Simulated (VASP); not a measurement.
# GaN (P6_3mc) in VASP: a series of runs, part 3 of 3

VASP 6.6.1. The steps go on from the part before.

### Step 6. Relaxation of cell and atoms, LDA, target pressure 7 GPa, at which the enthalpy is minimised

The input, INCAR:

```
SYSTEM = GaN
PREC = Accurate
ENCUT = 600
EDIFF = 1E-6
ISMEAR = 0
SIGMA = 0.01
LREAL = .False.
LASPH = .True.
NELM = 100
ALGO = Normal
ISIF = 3
LWAVE = .False.
LCHARG = .False.
IBRION = 2
NSW = 100
EDIFFG = -0.002
PSTRESS = 70.0
```

The input, KPOINTS:

```
Automatic mesh
0
Gamma
  8 8 4
  0 0 0
```

The input, POSCAR:

```
GaN
1.0
    3.1518145789      0.0000000000      0.0000000000
   -1.5759072894      2.7295514933      0.0000000000
    0.0000000000      0.0000000000      5.1383977941
Ga N
2 2
Direct
    0.3333333333      0.6666666667     -0.0007042243
    0.6666666667      0.3333333333      0.4992957757
    0.3333333333      0.6666666667      0.3757042243
    0.6666666667      0.3333333333      0.8757042243
```

Potentials or basis: VASP PAW LDA potentials, release 64 (Ga_d, N).

On the command line:

```
$ cat potpaw_LDA.64/Ga_d/POTCAR potpaw_LDA.64/N/POTCAR > POTCAR
$ mpirun -np 1 vasp_std > vasp.out
```

OUTCAR:

```text
SYSTEM = GaN
   PREC = Accurate
   ENCUT = 600
   EDIFF = 1E-6
   ISMEAR = 0
   LREAL = .False.
   LASPH = .True.
   NELM = 100
   ISIF = 3
   IBRION = 2
   NSW = 100
   EDIFFG = -0.002
   PSTRESS = 70.0

 ion  position               nearest neighbor table
   1  0.333  0.667  0.999-   4 1.93   4 1.93   4 1.93   3 1.93
   2  0.667  0.333  0.499-   3 1.93   3 1.93   3 1.93   4 1.93
   3  0.333  0.667  0.376-   2 1.93   2 1.93   2 1.93   1 1.93
   4  0.667  0.333  0.876-   1 1.93   1 1.93   1 1.93   2 1.93

  LATTYP: Found a hexagonal cell.
 ALAT       =     3.1518145789
 C/A-ratio  =     1.6302982506

  Lattice vectors:

 A1 = (   3.1518145789,   0.0000000000,   0.0000000000)
 A2 = (  -1.5759072894,   2.7295514933,   0.0000000000)
 A3 = (   0.0000000000,   0.0000000000,   5.1383977941)

Analysis of symmetry for initial positions (statically):
=====================================================================
 Subroutine PRICEL returns:
 Original cell was already a primitive cell.

 Routine SETGRP: Setting up the symmetry group for a
 hexagonal supercell.

 Subroutine GETGRP returns: Found 12 space group operations
 (whereof  6 operations were pure point group operations)
 out of a pool of 24 trial point group operations.

The static configuration has the point symmetry C_3v.
 The point group associated with its full space group is C_6v.

Analysis of symmetry for dynamics (positions and initial velocities):
=====================================================================
 Subroutine PRICEL returns:
 Original cell was already a primitive cell.

 Routine SETGRP: Setting up the symmetry group for a
 hexagonal supercell.

 Subroutine GETGRP returns: Found 12 space group operations
 (whereof  6 operations were pure point group operations)
 out of a pool of 24 trial point group operations.

The dynamic configuration has the point symmetry C_3v.
 The point group associated with its full space group is C_6v.

 Subroutine INISYM returns: Found 12 space group operations
 (whereof  6 operations are pure point group operations),
 and found     1 'primitive' translations

----------------------------------------------------------------------------------------

                                     Primitive cell

  volume of cell :      44.2058

  direct lattice vectors                    reciprocal lattice vectors
     3.151814579  0.000000000  0.000000000     0.317277548  0.183180277  0.000000000
    -1.575907289  2.729551493  0.000000000     0.000000000  0.366360555  0.000000000
     0.000000000  0.000000000  5.138397794     0.000000000  0.000000000  0.194613193

  length of vectors
     3.151814579  3.151814579  5.138397794     0.366360555  0.366360555  0.194613193

  position of ions in fractional coordinates (direct lattice)
     0.333333333  0.666666667  0.999295776
     0.666666667  0.333333333  0.499295776
     0.333333333  0.666666667  0.375704224
     0.666666667  0.333333333  0.875704224

  ion indices of the primitive-cell ions
   primitive index   ion index
                 1           1
                 2           2
                 3           3
                 4           4

----------------------------------------------------------------------------------------
[... 60 lines left out ...]
 SYSTEM =  GaN
   PREC   = accura    normal or accurate (medium, high low for compatibility)
   ISTART =      0    job   : 0-new  1-cont  2-samecut
   ICHARG =      2    charge: 1-file 2-atom 10-const
   ISPIN  =      1    spin polarized calculation?
   LNONCOLLINEAR =      F non collinear calculations
   LSORBIT =      F    spin-orbit coupling
   LASPH  =      T    aspherical Exc in radial PAW
   ENCUT  =  600.0 eV  44.10 Ry    6.64 a.u.   6.29  6.29 10.26*2*pi/ulx,y,z
   NELM   =    100;   NELMIN=  2; NELMDL= -5     # of ELM steps
   EDIFF  = 0.1E-05   stopping-criterion for ELM
   LREAL  =      F    real-space projection
   EDIFFG = -.2E-02   stopping-criterion for IOM
   NSW    =    100    number of steps for IOM
   IBRION =      2    ionic relax: 0-MD 1-quasi-New 2-CG
   NFREE  =      1    steps in history (QN), initial steepest desc. (CG)
   ISIF   =      3    stress and relaxation
   ISYM   =      2    0-nonsym 1-usesym 2-fastsym
   POTIM  = 0.5000    time-step for ionic-motion
   TEBEG  =    0.0;   TEEND  =   0.0 temperature during run
   PSTRESS=   70.0 pullay stress
   NELECT =      36.0000    total number of electrons
   NUPDOWN=      -1.0000    fix difference up-down
   EMIN   =  10.00;   EMAX   =-10.00  energy-range for DOS
   EFERMI =   0.00;   METHOD = LEGACY
   ISMEAR =     0;   SIGMA  =   0.01  broadening in eV -4-tet -1-fermi 0-gaus
   EFERMI_NEDOS =   21; number of points for ismear=-14 and -15
   IALGO  =     38    algorithm
   IMIX   =      4    mixing-type and parameters
     AMIX     =   0.40;   BMIX     =  1.00
     AMIX_MAG =   1.60;   BMIX_MAG =  1.00
  volume/ion in A,a.u.               =      11.05        74.58
  Fermi-wavevector in a.u.,A,eV,Ry     =   1.528794  2.889003 31.799708  2.337213
  Thomas-Fermi vector in A             =   2.636504
   LORBIT       =      0    0 simple, 1 ext, 2 COOP (PROOUT), +10 PAW based schemes
   GGA     = CA    functional components
   LHFCALC =     F    Hartree Fock is set to
   AEXX    =    0.0000 exact exchange contribution
   IVDW    =     0    specifies the selected vdW correction
   LEPSILON=     F    determine dielectric tensor
   LRPA    =     F    only Hartree local field effects (RPA)
 conjugate gradient relaxation of ions
 non-spin polarized calculation
 Gauss-broadening in eV      SIGMA  =   0.01
  energy-cutoff  :      600.00
  volume of cell :       44.21
 maximum number of plane-waves:      1496
 NGX is ok and might be reduce to    28
   NGX = 13   NGY = 13   NGZ = 21

--------------------------------------- Ionic step        1  -------------------------------------------

 number of electron      35.9999987 magnetization

 Free energy of the ion-electron system (eV)
  ---------------------------------------------------
  ext. energy  EPLUGINS =         0.00000000
  ---------------------------------------------------
  free energy    TOTEN  =       -27.91000043 eV

  energy without entropy =      -27.91000043  energy(sigma->0) =      -27.91000043

------------------------ aborting loop because EDIFF is reached ----------------------------------------

  FORCE on cell =-STRESS in cart. coord.  units (eV):
  Direction    XX          YY          ZZ          XY          YZ          ZX
  --------------------------------------------------------------------------------------
  -------------------------------------------------------------------------------------
  Total        0.2813949      0.2813949      0.2732625      0.0000000      0.0000000      0.0000000
  in kB       10.1987534     10.1987534      9.9040076      0.0000000      0.0000000      0.0000000
  external PRESSURE =     -59.8994952 kB  Pullay stress =      70.0000000 kB
[... 103 lines left out ...]
  energy  without entropy=      -27.8812859589  energy(sigma->0) =      -27.88128596

  enthalpy is  TOTEN    =       -26.0015490172 eV   P V=        1.8797369417

[... ionic steps 4 to 17 ...]

--------------------------------------- Ionic step       18  -------------------------------------------

 number of electron      35.9999995 magnetization

------------------------ aborting loop because EDIFF is reached ----------------------------------------
[... 75 lines left out ...]
--------------------------------------- Ionic step       20  -------------------------------------------

 number of electron      35.9999995 magnetization

 Free energy of the ion-electron system (eV)
  ---------------------------------------------------
  ext. energy  EPLUGINS =         0.00000000
  ---------------------------------------------------
  free energy    TOTEN  =       -27.88067134 eV

  energy without entropy =      -27.88067134  energy(sigma->0) =      -27.88067134

 E-fermi :   5.8178     XC(G=0): -12.4476

 val. band max:        5.7601114724   @ k =   0.0000   0.0000   0.0000
 cond. band min:       8.0892140696   @ k =   0.0000   0.0000   0.0000
 fundamental gap:      2.3291025972
 Fermi energy:         5.8178254040

 k-point     1 :       0.0000    0.0000    0.0000
  band No.  band energies     occupation
      1     -10.6352      2.00000
      2      -9.5580      2.00000
      3      -7.8645      2.00000
      4      -7.8456      2.00000
      5      -7.8456      2.00000
      6      -7.7726      2.00000
[... 589 lines left out ...]
     21      13.8278      0.00000
     22      13.8278      0.00000

 [... further k-points ...]

------------------------ aborting loop because EDIFF is reached ----------------------------------------

  FORCE on cell =-STRESS in cart. coord.  units (eV):
  Direction    XX          YY          ZZ          XY          YZ          ZX
  --------------------------------------------------------------------------------------
  -------------------------------------------------------------------------------------
  Total        1.8762367      1.8762367      1.8719539      0.0000000     -0.0000000      0.0000000
  in kB       69.8927890     69.8927890     69.7332475      0.0000000     -0.0000000      0.0000000
  external PRESSURE =      -0.1603915 kB  Pullay stress =      70.0000000 kB
[... 23 lines left out ...]
  energy  without entropy=      -27.8806713426  energy(sigma->0) =      -27.88067134

  enthalpy is  TOTEN    =       -26.0015565970 eV   P V=        1.8791147456

 reached required accuracy - stopping structural energy minimisation
```

CONTCAR:

```text
GaN
   1.00000000000000
     3.1230396660111874    0.0000000000029404    0.0000000000000000
    -1.5615198329535041    2.7046316877409091   -0.0000000000000000
    -0.0000000000000000   -0.0000000000000000    5.0919040415588075
  Ga              N
     2     2
Direct
     0.3333333332999970    0.6666666667000030    0.9993612065015127
     0.6666666667000030    0.3333333332999970    0.4993612065015127
     0.3333333332999970    0.6666666667000030    0.3756387934984873
     0.6666666667000030    0.3333333332999970    0.8756387934984873

  0.00000000E+00  0.00000000E+00  0.00000000E+00
  0.00000000E+00  0.00000000E+00  0.00000000E+00
  0.00000000E+00  0.00000000E+00  0.00000000E+00
  0.00000000E+00  0.00000000E+00  0.00000000E+00
```

It took 2.3 min on 1 thread of Intel Xeon Platinum 8488C (Sapphire Rapids), shared host; peak memory 0.18 GiB.

What came out:

```
Free energy                                                : -27.8807 eV
Relaxed volume                                             : 10.75 Å³/atom
Relaxed cell                                               : a = 3.123 Å, b = 3.123 Å, c = 5.092 Å, α = 90.00°, β = 90.00°, γ = 120.00°
Space group after relaxing (to 0.1 Å)                      : P6_3mc (No. 186)
Energy change on relaxing (the run minimises the enthalpy) : +7.3 meV/atom
Ionic steps                                                : 20
Pressure after relaxing                                    : 7.0 GPa
Band gap on the k mesh                                     : 2.33 eV
```

The path:
```csv
step,energy change (eV),largest force (eV/Å),pressure (GPa),volume (Å³)
1,0.0000,0.0016,1.01,44.21
2,0.1249,0.0131,15.06,41.61
3,0.0287,0.0065,6.94,43.02
4,0.0297,0.0066,7.39,43.00
5,0.0237,0.0026,6.25,43.15
6,0.0284,0.0047,6.91,43.03
7,0.0287,0.0057,6.94,43.03
8,0.0290,0.0063,7.01,43.02
9,0.0289,0.0049,6.99,43.02
10,0.0289,0.0000,6.93,43.02
11,0.0289,0.0008,6.94,43.02
12,0.0290,0.0023,6.94,43.02
13,0.0293,0.0038,6.99,43.01
14,0.0292,0.0012,6.98,43.01
15,0.0292,0.0047,7.00,43.01
16,0.0292,0.0010,6.95,43.01
17,0.0292,0.0034,6.98,43.01
18,0.0292,0.0015,6.99,43.01
19,0.0294,0.0002,7.07,43.01
20,0.0293,0.0000,6.98,43.01
```

Final structure:
```
CELL_PARAMETERS angstrom
3.12304 0.00000 0.00000
-1.56152 2.70463 0.00000
0.00000 0.00000 5.09190
ATOMIC_POSITIONS crystal
Ga 0.33333 0.66667 0.99936
Ga 0.66667 0.33333 0.49936
N 0.33333 0.66667 0.37564
N 0.66667 0.33333 0.87564
```

Caveat: the cell is relaxed towards a set pressure, so the run minimises the enthalpy, not the energy. Zero-point motion and thermal expansion aren't in these numbers.

### Step 7. Summary

```tsv
task	potentials or basis	cell	k mesh	cutoff (eV)	smearing	gap on the mesh (eV)	pressure (GPa)
single point	VASP PAW LDA potentials, release 64 (Ga_d, N_h)	a = 3.152, b = 3.152, c = 5.138 Å, angles 90.0, 90.0, 120.0°, 4 atoms	14 × 14 × 8	910	fermi-dirac 0.1 eV	2.15	1.1
relaxation of cell and atoms	VASP PAW LDA potentials, release 64 (Ga_d, N)	relaxed to -2 GPa from a = 3.152, b = 3.152, c = 5.138 Å, angles 90.0, 90.0, 120.0°, 4 atoms	8 × 8 × 4	600	gaussian 0.01 eV	2.04	-2.0
relaxation of cell and atoms	VASP PAW LDA potentials, release 64 (Ga_d, N)	relaxed to 2 GPa from a = 3.152, b = 3.152, c = 5.138 Å, angles 90.0, 90.0, 120.0°, 4 atoms	8 × 8 × 4	600	gaussian 0.01 eV	2.18	2.0
relaxation of cell and atoms	VASP PAW LDA potentials, release 64 (Ga_d, N)	relaxed to 4 GPa from a = 3.152, b = 3.152, c = 5.138 Å, angles 90.0, 90.0, 120.0°, 4 atoms	8 × 8 × 4	600	gaussian 0.01 eV	2.24	4.0
relaxation of cell and atoms	VASP PAW LDA potentials, release 64 (Ga_d, N)	relaxed to 7 GPa from a = 3.152, b = 3.152, c = 5.138 Å, angles 90.0, 90.0, 120.0°, 4 atoms	8 × 8 × 4	600	gaussian 0.01 eV	2.33	7.0
```

Alike in all rows: level LDA; no spin polarisation.

Caveats: the cell is relaxed towards a set pressure, so the run minimises the enthalpy, not the energy (at least some runs); the cutoff is under 1.25 times the usual one of these potentials, so pressure, stress and relaxed cells hold a basis-set (Pulay) error (at least some runs).

Absolute energies hang on the potentials; compare differences alone.
